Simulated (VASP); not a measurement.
Runs of VASP 6.6.1 on Pb. The structure is that of space group Im-3m (No. 229), or close to it. The cells are those of the table. 

| task | cell | k mesh | cutoff (eV) | gap on the mesh (eV) | pressure (GPa) |
| --- | --- | --- | --- | --- | --- |
| single point | a = 3.518 Å, angles 109.5°, 1 atom | 13 × 13 × 13 | 520 | none | (a) |
| single point | a = 3.294 Å, angles 109.5°, 1 atom | 13 × 13 × 13 | 520 | none | 4.7 |
| single point | a = 3.387 Å, angles 109.5°, 1 atom | 11 × 11 × 11 | 520 | none | -0.1 |
| single point | a = 3.341 Å, angles 109.5°, 1 atom | 13 × 13 × 13 | 520 | none | 2.0 |
| single point | a = 3.387 Å, angles 109.5°, 1 atom | 19 × 19 × 19 | 520 | none | -0.1 |
| relaxation of cell and atoms | relaxed from a = 3.403 Å, angles 109.5°, 1 atom | 11 × 11 × 11 | 600 | none | 0.0 |
| single point | a = 3.387 Å, angles 109.5°, 1 atom | 13 × 13 × 13 | 520 | none | -0.1 |
| single point | a = 3.246 Å, angles 109.5°, 1 atom | 13 × 13 × 13 | 520 | none | 8.1 |
| single point | a = 3.475 Å, angles 109.5°, 1 atom | 13 × 13 × 13 | 520 | none | (b) |
| single point | a = 3.432 Å, angles 109.5°, 1 atom | 13 × 13 × 13 | 520 | none | -1.8 |

Alike in all rows: level PBEsol; potentials or basis VASP PAW PBE potentials, release 64 (Pb_d); no spin polarisation; smearing fermi-dirac 0.1 eV.

Question: Estimate the missing entries.

Answer: (a) -4.0; (b) -3.0.

Caveats: the PAW data sets were made with another functional, which shifts forces and pressure a little; spin-orbit coupling is left out, which moves the levels of the heavy elements.

A k mesh can miss the band edges, and the runs leave out spin-orbit coupling on Pb.

A gap of «none» marks levels without a gap at the run's occupations.
